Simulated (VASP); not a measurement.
Input of a VASP 6.6.1 run:

Contents of POSCAR:

```
GaN
1.0
    0.0000000000      2.1493760412      2.1493760412
    2.1493760412      0.0000000000      2.1493760412
    2.1493760412      2.1493760412      0.0000000000
Ga N
1 1
Direct
    0.0000000000      0.0000000000      0.0000000000
    0.5000000000      0.5000000000      0.5000000000
```

INCAR.step1

```
PREC = Accurate ; ENCUT = 520
EDIFF = 1E-5 ; ISMEAR = -1
SIGMA = 0.05 ; LREAL = F
LASPH = T ; NELM = 80
ALGO = Normal ; ISIF = 2
LWAVE = T ; LCHARG = F
NBANDS = 16 ; GGA = PE
```

INCAR.step2

```
PREC = Accurate ; ENCUT = 520
EDIFF = 1E-6 ; ISMEAR = -1
SIGMA = 0.05 ; LREAL = F
LASPH = T ; NELM = 80
ALGO = Normal ; ISIF = 2
LWAVE = F ; LCHARG = F
GGA = PE ; LHFCALC = T
HFSCREEN = 0.2079 ; PRECFOCK = Normal
NBANDS = 16 ; ISTART = 1
```

File KPOINTS:

```
regular mesh
0
Gamma
  6 6 6
```

Potentials or basis: VASP PAW PBE potentials, release 64 (Ga_d, N).

Command:

```console
$ cat potpaw_PBE.64/Ga_d/POTCAR potpaw_PBE.64/N/POTCAR > POTCAR
$ cp INCAR.step1 INCAR
$ mpirun -np 1 vasp_std > vasp.out
$ cp INCAR.step2 INCAR
$ mpirun -np 1 vasp_std > vasp.out
```

**Question.** Estimate the pressure.

**Answer.** -12.9 GPa.

**Question.** What does it give for the band gap on the k mesh?

**Answer.** 1.46 eV, indirect (least direct gap 3.36 eV).

Caveat: the k points lie up to 0.42 Å⁻¹ apart; the PAW data sets were made with another functional, which shifts forces and pressure a little. A k mesh can miss the band edges.
